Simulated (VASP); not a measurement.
Runs of VASP 6.6.1 on Pd. The structure is that of space group Fm-3m (No. 225), or close to it. The cells are those of the table. 

| task | cell | k mesh | cutoff (eV) | gap on the mesh (eV) | pressure (GPa) |
| --- | --- | --- | --- | --- | --- |
| single point | a = 2.567 Å, angles 60.0°, 1 atom | 18 × 18 × 18 | 500 | none | 81.0 |
| single point | a = 2.788 Å, angles 60.0°, 1 atom | 17 × 17 × 17 | 520 | none | (a) |
| relaxation of cell and atoms | relaxed to 82 GPa from a = 2.567 Å, angles 60.0°, 1 atom | 18 × 18 × 18 | 600 | none | 82.0 |
| relaxation of cell and atoms | relaxed to 82 GPa from a = 2.566 Å, angles 60.0°, 1 atom | 18 × 18 × 18 | 600 | none | 82.0 |
| single point | a = 2.566 Å, angles 60.0°, 1 atom | 18 × 18 × 18 | 520 | none | 81.4 |

Alike in all rows: level PBE; potentials or basis VASP PAW PBE potentials, release 64 (Pd); no spin polarisation; smearing fermi-dirac 0.05 eV.

**Question.** Estimate the missing entries.

**Answer.** (a) -0.3.

Caveats: the cell stands under pressure (at least some runs); the cell is relaxed towards a set pressure, so the run minimises the enthalpy, not the energy (at least some runs).

A k mesh can miss the band edges, and the runs leave out spin-orbit coupling on Pd.

A gap of «none» marks levels without a gap at the run's occupations.
